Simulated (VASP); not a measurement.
# PbS (Galena) (Fm-3m) in VASP: settings compared

The runs below take PbS (Galena) through single point, with SVWN5, LDA, PBEsol+D4.

Program: VASP 6.6.1. These are calculated values, not measurements. Logs are shortened: lines on timing, memory, paths and dates and some standing lists are left out, and cuts for length are marked.

**1. The cell of the first run**

It takes space group Fm-3m (No. 225, cubic). Conventional cell: a = 5.892 Å, b = 5.892 Å, c = 5.892 Å, α = 90.00°, β = 90.00°, γ = 90.00°. Within 3.9 Å of Pb (site symmetry m-3m) lie 6 S at 2.95 Å. S (site symmetry m-3m) has 6 Pb at 2.95 Å within 3.9 Å.

**2. Single point, SVWN5**

File INCAR:

```
SYSTEM = PbS
PREC = Accurate
ENCUT = 520
EDIFF = 1E-6
ISMEAR = -1
SIGMA = 0.05
LREAL = .False.
LASPH = .True.
NELM = 80
ALGO = Normal
ISIF = 2
LWAVE = .False.
LCHARG = .True.
GGA = VW
LELF = .True.
LVHAR = .True.
NBANDS = 17
```

File KPOINTS:

```
Automatic mesh
0
Gamma
  8 8 8
  0 0 0
```

File POSCAR:

```
PbS
1.0
    0.0000000000      2.9458450378      2.9458450378
    2.9458450378      0.0000000000      2.9458450378
    2.9458450378      2.9458450378      0.0000000000
Pb S
1 1
Direct
    0.0000000000      0.0000000000      0.0000000000
    0.5000000000      0.5000000000      0.5000000000
```

Potentials or basis: VASP PAW PBE potentials, release 64 (Pb_d, S).

The run is started by

```
cat potpaw_PBE.64/Pb_d/POTCAR potpaw_PBE.64/S/POTCAR > POTCAR
mpirun -np 1 vasp_std > vasp.out
```

OUTCAR:

```text
SYSTEM = PbS
   PREC = Accurate
   ENCUT = 520
   EDIFF = 1E-6
   ISMEAR = -1
   LREAL = .False.
   LASPH = .True.
   NELM = 80
   ISIF = 2
   GGA = VW

 ion  position               nearest neighbor table
   1  0.000  0.000  0.000-   2 2.95   2 2.95   2 2.95   2 2.95   2 2.95   2 2.95
   2  0.500  0.500  0.500-   1 2.95   1 2.95   1 2.95   1 2.95   1 2.95   1 2.95

  LATTYP: Found a face centered cubic cell.
 ALAT       =     5.8916900756

  Lattice vectors:

 A1 = (   0.0000000000,   2.9458450378,   2.9458450378)
 A2 = (   2.9458450378,   0.0000000000,   2.9458450378)
 A3 = (   2.9458450378,   2.9458450378,   0.0000000000)

Analysis of symmetry for initial positions (statically):
=====================================================================
 Subroutine PRICEL returns:
 Original cell was already a primitive cell.

 Routine SETGRP: Setting up the symmetry group for a
 face centered cubic supercell.

 Subroutine GETGRP returns: Found 48 space group operations
[... 9 lines left out ...]

 Routine SETGRP: Setting up the symmetry group for a
 face centered cubic supercell.

 Subroutine GETGRP returns: Found 48 space group operations
[... 11 lines left out ...]
                                     Primitive cell

  volume of cell :      51.1281

  direct lattice vectors                    reciprocal lattice vectors
     0.000000000  2.945845038  2.945845038    -0.169730584  0.169730584  0.169730584
     2.945845038  0.000000000  2.945845038     0.169730584 -0.169730584  0.169730584
     2.945845038  2.945845038  0.000000000     0.169730584  0.169730584 -0.169730584

  length of vectors
     4.166054005  4.166054005  4.166054005     0.293981996  0.293981996  0.293981996

  position of ions in fractional coordinates (direct lattice)
     0.000000000  0.000000000  0.000000000
     0.500000000  0.500000000  0.500000000

  ion indices of the primitive-cell ions
   primitive index   ion index
                 1           1
                 2           2

----------------------------------------------------------------------------------------

 KPOINTS: Automatic mesh

Automatic generation of k-mesh.
 Grid dimensions read from file:
 generate k-points for:    8    8    8

 Generating k-lattice:

  Cartesian coordinates                     Fractional coordinates (reciprocal lattice)
    -0.021216323  0.021216323  0.021216323     0.125000000  0.000000000  0.000000000
     0.021216323 -0.021216323  0.021216323     0.000000000  0.125000000  0.000000000
[... 55 lines left out ...]
   LASPH  =      T    aspherical Exc in radial PAW
   ENCUT  =  520.0 eV  38.22 Ry    6.18 a.u.   7.75  7.75  7.75*2*pi/ulx,y,z
   NELM   =     80;   NELMIN=  2; NELMDL= -5     # of ELM steps
   EDIFF  = 0.1E-05   stopping-criterion for ELM
   LREAL  =      F    real-space projection
   EDIFFG = 0.1E-04   stopping-criterion for IOM
   NSW    =      0    number of steps for IOM
   IBRION =     -1    ionic relax: 0-MD 1-quasi-New 2-CG
   NFREE  =      0    steps in history (QN), initial steepest desc. (CG)
   ISIF   =      2    stress and relaxation
   ISYM   =      2    0-nonsym 1-usesym 2-fastsym
   POTIM  = 0.5000    time-step for ionic-motion
   TEBEG  =    0.0;   TEEND  =   0.0 temperature during run
   PSTRESS=    0.0 pullay stress
   NELECT =      20.0000    total number of electrons
   NUPDOWN=      -1.0000    fix difference up-down
   EMIN   =  10.00;   EMAX   =-10.00  energy-range for DOS
   EFERMI =   0.00;   METHOD = LEGACY
   ISMEAR =    -1;   SIGMA  =   0.05  broadening in eV -4-tet -1-fermi 0-gaus
   EFERMI_NEDOS =   21; number of points for ismear=-14 and -15
   IALGO  =     38    algorithm
   IMIX   =      4    mixing-type and parameters
     AMIX     =   0.40;   BMIX     =  1.00
     AMIX_MAG =   1.60;   BMIX_MAG =  1.00
  volume/ion in A,a.u.               =      25.56       172.51
  Fermi-wavevector in a.u.,A,eV,Ry     =   1.197287  2.262544 19.503899  1.433496
  Thomas-Fermi vector in A             =   2.333206
   LORBIT       =      0    0 simple, 1 ext, 2 COOP (PROOUT), +10 PAW based schemes
   GGA     = VW    functional components
   LHFCALC =     F    Hartree Fock is set to
   AEXX    =    0.0000 exact exchange contribution
   IVDW    =     0    specifies the selected vdW correction
   LEPSILON=     F    determine dielectric tensor
   LRPA    =     F    only Hartree local field effects (RPA)
 non-spin polarized calculation
  energy-cutoff  :      520.00
  volume of cell :       51.13
 maximum number of plane-waves:      1411
   NGX = 15   NGY = 15   NGZ = 15

 number of electron      19.9999996 magnetization

 Free energy of the ion-electron system (eV)
  ---------------------------------------------------
  ext. energy  EPLUGINS =         0.00000000
  ---------------------------------------------------
  free energy    TOTEN  =       -10.00006287 eV

  energy without entropy =       -9.99937077  energy(sigma->0) =       -9.99971682

 E-fermi :   5.8580     XC(G=0): -10.1146

 val. band max:        5.7757787812   @ k =   0.5000   0.0000   0.0000
 cond. band min:       5.9401895737   @ k =   0.5000   0.0000   0.0000
 fundamental gap:      0.1644107925
 Fermi energy:         5.8579863569

 k-point     1 :       0.0000    0.0000    0.0000
  band No.  band energies     occupation
      1     -10.9677      2.00000
      2     -10.9677      2.00000
      3     -10.9677      2.00000
      4     -10.9595      2.00000
      5     -10.9595      2.00000
      6      -7.9926      2.00000
[... 457 lines left out ...]
      4     -10.9358      2.00000
      5     -10.9124      2.00000
      6      -6.3948      2.00000
[... 9 lines left out ...]
     16      16.7028      0.00000
     17      16.8999      0.00000

 [... further k-points ...]

------------------------ aborting loop because EDIFF is reached ----------------------------------------

  FORCE on cell =-STRESS in cart. coord.  units (eV):
  Direction    XX          YY          ZZ          XY          YZ          ZX
  --------------------------------------------------------------------------------------
  -------------------------------------------------------------------------------------
  Total       -0.4900373     -0.4900373     -0.4900373      0.0000000      0.0000000      0.0000000
  in kB      -15.3560687    -15.3560687    -15.3560687      0.0000000      0.0000000      0.0000000
  external PRESSURE =     -15.3560687 kB  Pullay stress =       0.0000000 kB

 VOLUME and BASIS-vectors are now :
 -----------------------------------------------------------------------------
  energy-cutoff  :      520.00
  volume of cell :       51.13
      direct lattice vectors                 reciprocal lattice vectors
     0.000000000  2.945845038  2.945845038    -0.169730584  0.169730584  0.169730584
     2.945845038  0.000000000  2.945845038     0.169730584 -0.169730584  0.169730584
     2.945845038  2.945845038  0.000000000     0.169730584  0.169730584 -0.169730584

 POSITION                                       TOTAL-FORCE (eV/Angst)
 -----------------------------------------------------------------------------------
      0.00000      0.00000      0.00000         0.000000      0.000000      0.000000
      2.94585      2.94585      2.94585         0.000000     -0.000000     -0.000000
 -----------------------------------------------------------------------------------
    total drift:                                0.000000     -0.000000     -0.000000

  FREE ENERGIE OF THE ION-ELECTRON SYSTEM (eV)
  ---------------------------------------------------
  free  energy   TOTEN  =       -10.0000628679 eV

  energy  without entropy=       -9.9993707708  energy(sigma->0) =       -9.99971682
```

stdout:

```text
POSCAR found type information on POSCAR PbS
 POSCAR found :  2 types and       2 ions
 scaLAPACK will be used
 -----------------------------------------------------------------------------
|                                                                             |
|                                                                             |
|     You enforced a specific xc type in the INCAR file but a different       |
|     I HOPE YOU KNOW WHAT YOU ARE DOING!                                     |
|                                                                             |
 -----------------------------------------------------------------------------

 LDA part: xc-table for (Slater(with rela. corr.)+VWN5), standard interpolation
 POSCAR, INCAR and KPOINTS ok, starting setup
 FFT: planning ... GRIDC
 FFT: planning ... GRID_SOFT
 FFT: planning ... GRID
 WAVECAR not read
 entering main loop
```

It took 38 s on 1 thread of AMD EPYC 7R13, shared host; peak memory 0.13 GiB.

Results:

- Free energy: -10.0001 eV
- Pressure: -1.5 GPa
- Band gap on the k mesh: 0.16 eV, direct

Caveat: the PAW data sets were made with another functional, which shifts forces and pressure a little; spin-orbit coupling is left out, which moves the levels of the heavy elements.

**3. Single point, LDA**

File INCAR:

```
SYSTEM = PbS
PREC = Accurate ; ENCUT = 520
EDIFF = 1E-6 ; ISMEAR = -1
SIGMA = 0.05 ; LREAL = .False.
LASPH = .True. ; NELM = 100
ALGO = Normal ; ISIF = 2
LWAVE = .False. ; LCHARG = .True.
GGA = CA ; LELF = .True.
LVHAR = .True. ; NBANDS = 17
```

KPOINTS is that of step 2.

POSCAR is that of step 2.

Potentials or basis: VASP PAW LDA potentials, release 64 (Pb_d, S).

The run is started by

```
cat potpaw_LDA.64/Pb_d/POTCAR potpaw_LDA.64/S/POTCAR > POTCAR
mpirun -np 1 vasp_std > vasp.out
```

Wall time 42 s (1 thread of AMD EPYC 7R13, shared host); peak memory 0.13 GiB.

It converged, with:

| Item | Value |
| --- | --- |
| Free energy | -9.9949 eV |
| Pressure | -1.4 GPa |
| Band gap on the k mesh | 0.13 eV, direct |

Levels at points of the mesh, in eV from the valence-band top:
```
           k point  band 7  band 8  band 9  band 10  band 11  band 12  band 13  band 14
(0.00, 0.00, 0.00)   -6.07   -2.29   -2.29    -2.29     5.11     5.11     5.11     6.57
(0.50, 0.00, 0.00)   -9.08   -1.87   -1.87     0.00     0.13     1.76     1.76     8.48
(0.50, 0.50, 0.00)   -7.34   -5.46   -3.62    -3.62     3.61     5.51     5.61     5.61
```

Caveat: spin-orbit coupling is left out, which moves the levels of the heavy elements. A k mesh can miss the band edges.

**4. Single point, PBEsol+D4**

This run uses another cell than the first one, of 26.09 Å³/atom, 1.020 times its volume.

File INCAR:

```
PREC     = Accurate       # precision mode
ENCUT    = 520            # plane-wave cutoff, eV
EDIFF    = 1E-6           # SCF threshold, eV
ISMEAR   = -1             # smearing method
SIGMA    = 0.05           # smearing width, eV
LREAL    = F              # projectors in reciprocal space
LASPH    = T              # aspherical terms in the spheres
NELM     = 80             # most SCF steps
ALGO     = Normal         # electronic algorithm
ISIF     = 2              # what is computed and relaxed
LWAVE    = F              # write WAVECAR
LCHARG   = F              # write CHGCAR
GGA      = PS             # functional
IVDW     = 13             # dispersion correction
NBANDS   = 17             # bands
```

File KPOINTS:

```
regular mesh
0
Gamma
  8 8 8
```

File POSCAR:

```
PbS
1.0
    0.0000000000      2.9657500000      2.9657500000
    2.9657500000      0.0000000000      2.9657500000
    2.9657500000      2.9657500000      0.0000000000
Pb S
1 1
Direct
    0.0000000000      0.0000000000      0.0000000000
    0.5000000000      0.5000000000      0.5000000000
```

Potentials or basis: VASP PAW PBE potentials, release 64 (Pb_d, S).

The run is started by

```
cat potpaw_PBE.64/Pb_d/POTCAR potpaw_PBE.64/S/POTCAR > POTCAR
mpirun -np 1 vasp_std > vasp.out
```

Wall time 41 s (1 thread of AMD EPYC 7R13, shared host); peak memory 0.16 GiB.

It converged, with:

* Free energy: -9.8937 eV
* Pressure: -2.2 GPa
* Band gap on the k mesh: 0.25 eV, direct
* Dispersion energy per atom: -0.219 eV

Levels at points of the mesh, in eV from the valence-band top:
```
           k point  band 6  band 7  band 8  band 9  band 10  band 11  band 12  band 13  band 14  band 15
(0.00, 0.00, 0.00)  -13.60   -6.06   -2.17   -2.17    -2.17     5.16     5.16     5.16     6.64     6.64
(0.50, 0.00, 0.00)  -12.33   -8.90   -1.77   -1.77     0.00     0.25     1.90     1.90     8.49    10.09
(0.50, 0.50, 0.00)  -11.89   -7.24   -5.26   -3.46    -3.46     3.72     5.53     5.64     5.64    11.18
```

Caveat: the PAW data sets were made with another functional, which shifts forces and pressure a little; spin-orbit coupling is left out, which moves the levels of the heavy elements. A k mesh can miss the band edges.

**5. Single point, PBEsol+D4**

This run uses another cell than the first one, of 26.61 Å³/atom, 1.041 times its volume.

File INCAR:

```
PREC     = Accurate       # precision mode
ENCUT    = 520            # plane-wave cutoff, eV
EDIFF    = 1E-7           # SCF threshold, eV
ISMEAR   = -1             # smearing method
SIGMA    = 0.05           # smearing width, eV
LREAL    = False          # projectors in reciprocal space
LASPH    = True           # aspherical terms in the spheres
NELM     = 100            # most SCF steps
ALGO     = Normal         # electronic algorithm
ISIF     = 2              # what is computed and relaxed
LWAVE    = False          # write WAVECAR
LCHARG   = False          # write CHGCAR
GGA      = PS             # functional
IVDW     = 13             # dispersion correction
NBANDS   = 17             # bands
```

KPOINTS is that of step 4.

File POSCAR:

```
PbS
1.0
    0.0000000000      2.9853913009      2.9853913009
    2.9853913009      0.0000000000      2.9853913009
    2.9853913009      2.9853913009      0.0000000000
Pb S
1 1
Direct
    0.0000000000      0.0000000000      0.0000000000
    0.5000000000      0.5000000000      0.5000000000
```

Potentials or basis: VASP PAW PBE potentials, release 64 (Pb_d, S).

The run is started by

```
cat potpaw_PBE.64/Pb_d/POTCAR potpaw_PBE.64/S/POTCAR > POTCAR
mpirun -np 1 vasp_std > vasp.out
```

OUTCAR:

```text
PREC = Accurate
   ENCUT = 520
   EDIFF = 1E-7
   ISMEAR = -1
   LREAL = False
   LASPH = True
   NELM = 100
   ISIF = 2
   GGA = PS
   IVDW = 13

 ion  position               nearest neighbor table
   1  0.000  0.000  0.000-   2 2.99   2 2.99   2 2.99   2 2.99   2 2.99   2 2.99
   2  0.500  0.500  0.500-   1 2.99   1 2.99   1 2.99   1 2.99   1 2.99   1 2.99

  LATTYP: Found a face centered cubic cell.
 ALAT       =     5.9707826018

  Lattice vectors:

 A1 = (   0.0000000000,   2.9853913009,   2.9853913009)
 A2 = (   2.9853913009,   0.0000000000,   2.9853913009)
[... 665 lines left out ...]

  DFT-D4 for vdW energy calculation

  Edisp (eV):   -0.43006

  FORCE on cell =-STRESS in cart. coord.  units (eV):
  Direction    XX          YY          ZZ          XY          YZ          ZX
  --------------------------------------------------------------------------------------
  -------------------------------------------------------------------------------------
  Total      -1.04177    -1.04177    -1.04177     0.00000    -0.00000    -0.00000
  in kB     -31.36532   -31.36532   -31.36532     0.00000    -0.00000    -0.00000
  external pressure =      -31.37 kB  Pullay stress =        0.00 kB

 VOLUME and BASIS-vectors are now :
 -----------------------------------------------------------------------------
  energy-cutoff  :      520.00
  volume of cell :       53.21
      direct lattice vectors                 reciprocal lattice vectors
     0.000000000  2.985391301  2.985391301    -0.167482233  0.167482233  0.167482233
     2.985391301  0.000000000  2.985391301     0.167482233 -0.167482233  0.167482233
     2.985391301  2.985391301  0.000000000     0.167482233  0.167482233 -0.167482233

 POSITION                                       TOTAL-FORCE (eV/Angst)
 -----------------------------------------------------------------------------------
      0.00000      0.00000      0.00000         0.000000     -0.000000     -0.000000
      2.98539      2.98539      2.98539        -0.000000      0.000000      0.000000
 -----------------------------------------------------------------------------------
    total drift:                                0.000000     -0.000000     -0.000000

  FREE ENERGIE OF THE ION-ELECTRON SYSTEM (eV)
  ---------------------------------------------------
  free  energy   TOTEN  =        -9.8768575305 eV

  energy  without entropy=       -9.8766108713  energy(sigma->0) =       -9.87673420
```

stdout:

```text
POSCAR found type information on POSCAR PbS
 POSCAR found :  2 types and       2 ions
 scaLAPACK will be used
 -----------------------------------------------------------------------------
|                                                                             |
|                                                                             |
|     You enforced a specific xc type in the INCAR file but a different       |
|     I HOPE YOU KNOW WHAT YOU ARE DOING!                                     |
|                                                                             |
 -----------------------------------------------------------------------------

 LDA part: xc-table for (Slater+PW92), standard interpolation
 POSCAR, INCAR and KPOINTS ok, starting setup
 FFT: planning ... GRIDC
 FFT: planning ... GRID_SOFT
 FFT: planning ... GRID
 WAVECAR not read
 entering main loop
```

Wall time 48 s (1 thread of AMD EPYC 7R13, shared host); peak memory 0.16 GiB.

Results:

```
Free energy                : -9.8769 eV
Pressure                   : -3.1 GPa
Band gap on the k mesh     : 0.33 eV, direct
Dispersion energy per atom : -0.215 eV
```

Levels at points of the mesh, in eV from the valence-band top:
| k point | band 8 | band 9 | band 10 | band 11 | band 12 | band 13 |
| --- | --- | --- | --- | --- | --- | --- |
| (0.00, 0.00, 0.00) | -2.05 | -2.05 | -2.05 | 5.12 | 5.12 | 5.12 |
| (0.50, 0.00, 0.00) | -1.67 | -1.67 | 0.00 | 0.33 | 1.96 | 1.96 |
| (0.50, 0.50, 0.00) | -5.06 | -3.31 | -3.31 | 3.83 | 5.48 | 5.59 |

Caveat: the PAW data sets were made with another functional, which shifts forces and pressure a little; spin-orbit coupling is left out, which moves the levels of the heavy elements. A k mesh can miss the band edges.

**6. Summary**

| level | potentials or basis | cell | gap on the mesh (eV) | pressure (GPa) |
| --- | --- | --- | --- | --- |
| SVWN5 | VASP PAW PBE potentials, release 64 (Pb_d, S) | a = 4.166 Å, angles 60.0°, 2 atoms | 0.16 | -1.5 |
| LDA | VASP PAW LDA potentials, release 64 (Pb_d, S) | a = 4.166 Å, angles 60.0°, 2 atoms | 0.13 | -1.4 |
| PBEsol+D4 | VASP PAW PBE potentials, release 64 (Pb_d, S) | a = 4.194 Å, angles 60.0°, 2 atoms | 0.25 | -2.2 |
| PBEsol+D4 | VASP PAW PBE potentials, release 64 (Pb_d, S) | a = 4.222 Å, angles 60.0°, 2 atoms | 0.33 | -3.1 |

Alike in all rows: task single point; no spin polarisation; k mesh 8 × 8 × 8; cutoff (eV) 520; smearing fermi-dirac 0.05 eV.

Caveats: spin-orbit coupling is left out, which moves the levels of the heavy elements; the PAW data sets were made with another functional, which shifts forces and pressure a little (some runs).

Total energies depend on the potentials used, so only differences within one code and one set of settings carry meaning.
